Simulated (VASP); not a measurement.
Crystal: PtS2.

```xyz
3
Lattice="3.6237 0.0000 0.0000 -1.8118 3.1382 0.0000 0.0000 0.0000 4.9133" Properties=species:S:1:pos:R:3 pbc="T T T"
Pt    0.0000    0.0000    0.0000
S     0.0000    2.0921    1.1873
S     1.8118    1.0461    3.7260
```

This cell differs from its parent crystal: epitaxial xy strain +2.0%.

Base run:

```yaml
Program: VASP 6.6.1
Functional: PBE
Potentials_or_basis: VASP PAW PBE potentials, release 64 (Pt, S)
Cutoff: 520 eV
k_mesh: 12 × 12 × 6
Occupations: fermi-dirac, width 0.02 eV
Spin: no spin polarisation
```

Its results: band gap on the k mesh 0.51 eV (least direct gap 0.98 eV); pressure 0.3 GPa; largest force 0.015 eV/Å.

Q: The run is repeated on the same cell with these changes: functional from PBE to r2SCAN; occupations from fermi-dirac, width 0.02 eV to gaussian, width 0.01 eV. What comes out?

A: Band gap on the k mesh 0.63 eV (least direct gap 1.12 eV); pressure -1.7 GPa; largest force 0.050 eV/Å.

Caveats: spin-orbit coupling is left out, which moves the levels of the heavy elements; the PAW data sets were made with another functional, which shifts forces and pressure a little (at least some runs).

A k mesh can miss the band edges.
